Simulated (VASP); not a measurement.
Input of a VASP 6.6.1 run:

File POSCAR:

```
AlN
1.0
    0.0487955734      2.2336719942      2.2336719942
    2.2336719942      0.0487955734      2.2336719942
    2.2336719942      2.2336719942      0.0487955734
Al N
1 1
Direct
    0.0011501000      0.0011501000      0.0011501000
    0.2488499000      0.2488499000      0.2488499000
```

Contents of INCAR.step1:

```
PREC = Accurate
ENCUT = 520
ISMEAR = 0
SIGMA = 0.01
LREAL = F
LASPH = T
NELM = 100
NBANDS = 11
GGA = PE
ALGO = Normal
EDIFF = 1E-4
LWAVE = T
LCHARG = F
```

INCAR.step2

```
PREC = Accurate
ENCUT = 520
EDIFF = 1E-7
ISMEAR = 0
SIGMA = 0.01
LREAL = F
LASPH = T
NELM = 100
ALGO = Normal
ISIF = 2
LWAVE = F
LCHARG = F
METAGGA = R2SCAN
LMIXTAU = T
NBANDS = 11
ISTART = 1
```

Contents of KPOINTS:

```
Automatic mesh
0
Gamma
  10 10 10
```

Potentials or basis: VASP PAW PBE potentials, release 64 (Al, N).

Command:

```sh
$ cat potpaw_PBE.64/Al/POTCAR potpaw_PBE.64/N/POTCAR > POTCAR
$ cp INCAR.step1 INCAR
$ mpirun -np 1 vasp_std > vasp.out
$ cp INCAR.step2 INCAR
$ mpirun -np 1 vasp_std > vasp.out
```

(1) Estimate the pressure.

(2) Estimate the band gap on the k mesh.

Answers

(1) -6.8 GPa.

(2) 3.80 eV, indirect (least direct gap 4.45 eV).

Caveat: the cell differs from its parent crystal (strain along [111] +3.4%); the PAW data sets were made with another functional, which shifts forces and pressure a little.
